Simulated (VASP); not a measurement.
## TiB2: elastic constants with PBEsol

Crystal: TiB2.

```
Ti B
1.0
     3.01068    0.00000    0.00000
    -1.50534    2.60733    0.00000
     0.00000    0.00000    3.17524
Ti B
1 2
Direct
  0.00000 0.00000 0.00000
  0.33333 0.66667 0.50000
  0.66667 0.33333 0.50000
```

| Item | Value |
| --- | --- |
| Program | VASP 6.6.1 |
| Task | elastic constants |
| Functional | PBEsol |
| Potentials or basis | VASP PAW PBE potentials, release 64 (Ti_sv, B) |
| Cutoff | 600 eV |
| k mesh | 16 × 16 × 14 |
| Occupations | fermi-dirac, width 0.05 eV |
| Spin | no spin polarisation |
| Dipole correction | no |
| Ions in elastic constants | relaxed |
| Further INCAR settings | ALGO = Normal; EDIFF = 1e-08; NBANDS = 16; IBRION = 6; POTIM = 0.015; NSW = 1; ISIF = 3 |

The voigt bulk modulus is 274 GPa and the highest phonon frequency at Γ is 918 cm⁻¹.

Phonon frequencies in cm⁻¹ (negative: imaginary):
| q point | frequencies |
| --- | --- |
| (0.000, 0.000, 0.000) | 0 0 0 533 533 538 570 918 918 |

Elastic tensor in Voigt notation (GPa, in the Cartesian axes of the cell as first typed):
```
695  70 112   0   0   0
 70 695 112   0   0   0
112 112 489   0   0   0
  0   0   0 285   0   0
  0   0   0   0 285   0
  0   0   0   0   0 312
```

Clamped-ion elastic tensor (GPa):
```
701  65 112   0   0   0
 65 701 112   0   0   0
112 112 489   0   0   0
  0   0   0 285   0   0
  0   0   0   0 285   0
  0   0   0   0   0 318
```

Run time: 68 min on 1 thread of Oxide Virtual Turin-like Processor, on a shared host, peak memory 0.88 GiB.

Caveat: the cell is under stress, which shifts elastic constants; the PAW data sets were made with another functional, which shifts forces and pressure a little.
